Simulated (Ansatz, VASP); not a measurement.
# One calculation of In, two programs

```
In
1.0
    -1.88253    1.88253    1.88253
     1.88253   -1.88253    1.88253
     1.88253    1.88253   -1.88253
In
1
Direct
  0.00000 0.00000 0.00000
```

Alike in both runs: functional PBEsol; k mesh 7 × 7 × 7; occupations fermi-dirac, width 0.05 eV; non-collinear spin, spin-orbit coupling.

```csv
,VASP,Ansatz
version,VASP 6.6.1,Ansatz 0.2.0
potentials or method,"VASP PAW PBE potentials, release 64 (In_d)",Ansatz PAW
plane-wave cutoff (eV),520,420
valence electrons in the cell,13,13
task,single point,band structure
```

|  | VASP | Ansatz | Ansatz less VASP |
| --- | --- | --- | --- |
| pressure (GPa) | -1.4 | -1.4 | -0.04 |
| net moment per atom (μB) | 0.00 | 0.00 | 0.000 |

VASP's potentials were made for PBE, not for PBEsol.
